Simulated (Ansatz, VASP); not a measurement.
## One calculation of SnSe2, two programs

The input INCAR:

```
PREC = Accurate
ENCUT = 500
EDIFF = 1E-6
ISMEAR = 0
SIGMA = 0.03
LREAL = False
LASPH = True
NELM = 120
ALGO = Normal
ISIF = 2
LWAVE = False
LCHARG = True
GGA = PE
IVDW = 12
LELF = True
LVHAR = True
NBANDS = 20
GGA_COMPAT = False
```

File KPOINTS:

```
regular mesh
0
Gamma
  12 12 6
```

Contents of POSCAR:

```
SnSe2
1.0
    3.6983414550      0.0000000000      0.0000000000
   -1.8491707275      3.2028576518      0.0000000000
    0.0000000000      0.0000000000      5.7881374399
Sn Se
1 2
Direct
    0.0000000000      0.0000000000      0.0000000000
    0.3333333333      0.6666666667      0.2651331237
    0.6666666667      0.3333333333      0.7348668763
```

Input for Ansatz:

```yaml
crystal:
  lattice:
    - [3.698341455, 0.0, 0.0]
    - [-1.8491707275, 3.2028576518, 0.0]
    - [0.0, 0.0, 5.7881374399]
  atoms:
    - { symbol: Sn, position: [0.0, 0.0, 0.0] }
    - { symbol: Se, position: [0.3333333333, 0.6666666667, 0.2651331237] }
    - { symbol: Se, position: [0.6666666667, 0.3333333333, 0.7348668763] }
basis:
  ecutwfc: 420
kpoints:
  mp_grid: { grid: [12, 12, 6] }
hamiltonian:
  xc: pbe
  dispersion: d3bj
scf:
  occupations: { method: gaussian, width: 0.03 }
output:
  forces: true
  stress: true
  eigenvalues: true
```

Alike in both runs: task single point; functional PBE; dispersion D3(BJ); k mesh 12 × 12 × 6; occupations gaussian, width 0.03 eV; no spin polarisation.

|  | VASP | Ansatz |
| --- | --- | --- |
| version | VASP 6.6.1 | Ansatz 0.2.0 |
| potentials or method | VASP PAW PBE potentials, release 64 (Sn_d, Se), cutoff 500 eV | scalar-relativistic, plane waves, PAW |
| valence electrons in the cell | 26 | 46 |

|  | VASP | Ansatz | Ansatz less VASP |
| --- | --- | --- | --- |
| gap on the k mesh at the Fermi level (eV) | 0.44 | 0.45 | +0.007 |
| least direct gap on the mesh (eV) | 1.30 | 1.31 | +0.013 |
| pressure (GPa) | 10.0 | 9.9 | -0.13 |
| traceless stress, the component that is largest in VASP (GPa) | 0.11 | 0.10 | -0.015 |
| rms of the force components (eV/Å) | 0.506 | 0.495 | -0.0102 |

Atom by atom the forces differ by 0.010 eV/Å (rms over components). VASP's potentials hold 26 valence electrons a cell and Ansatz's 46, so a difference there can come from the potentials and not from the codes.
